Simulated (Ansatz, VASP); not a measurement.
One calculation of SiC, two programs

```
CELL_PARAMETERS angstrom
0.00000 2.04356 2.17400
2.17400 0.00000 2.17400
2.17400 2.04356 0.00000
ATOMIC_POSITIONS crystal
Si 0.00000 0.00000 0.00000
C 0.75000 0.75000 0.75000
```

Change from the starting cell: strain -0.0600 x Voigt [0, 1, 0, 0, 0, 0], atoms carried along.

Alike in both runs: task single point; functional r2SCAN; k mesh 12 × 12 × 12; occupations gaussian, width 0.05 eV; no spin polarisation.

|  | VASP | Ansatz |
| --- | --- | --- |
| version | VASP 6.6.1 | Ansatz 0.2.0 |
| potentials or method | VASP PAW PBE potentials, release 64 (Si, C), cutoff 520 eV | scalar-relativistic, plane waves, PAW |
| valence electrons in the cell | 8 | 8 |

|  | VASP | Ansatz | Ansatz less VASP |
| --- | --- | --- | --- |
| gap on the k mesh at the Fermi level (eV) | 1.02 | 1.01 | -0.012 |
| least direct gap on the mesh (eV) | 5.07 | 5.06 | -0.014 |
| pressure (GPa) | 16.9 | 17.1 | +0.25 |
| traceless stress, the component that is largest in VASP (GPa) | 10.14 | 10.08 | -0.064 |

VASP's potentials were made for PBE, not for r2SCAN.
